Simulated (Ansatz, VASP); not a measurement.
**TaN: VASP beside Ansatz**

```
CELL_PARAMETERS angstrom
2.93800 0.00000 0.00000
-1.46900 2.54438 0.00000
0.00000 0.00000 2.94066
ATOMIC_POSITIONS crystal
Ta 0.33333 0.66667 0.50000
N 0.00000 0.00000 0.00000
```

Change from the starting cell: zz strain of +2 %, PAW files.

Alike in both runs: task electric field gradients; functional PBE; k mesh 12 × 12 × 10; occupations fermi-dirac, width 0.02 eV; no spin polarisation.

|  | VASP | Ansatz |
| --- | --- | --- |
| version | VASP 6.6.1 | Ansatz 0.2.0 |
| potentials or method | VASP PAW PBE potentials, release 64 (Ta_sv_GW, N) | PAW with Ansatz's default frozen-core files, scalar-relativistic |
| plane-wave cutoff (eV) | 520 | 420 |
| valence electrons in the cell | 18 | 18 |

Ansatz gave:

| Property | Result |
| --- | --- |
| size of Vzz on the site where it differs most (V/Å²) | 69.8 |

Question: Estimate VASP's values.

Answer: Size of Vzz on the site where it differs most (V/Å²): 49.7.

The functional is the same, so the differences come from potentials, cutoffs and numerics.

Neither program's run includes spin-orbit coupling.
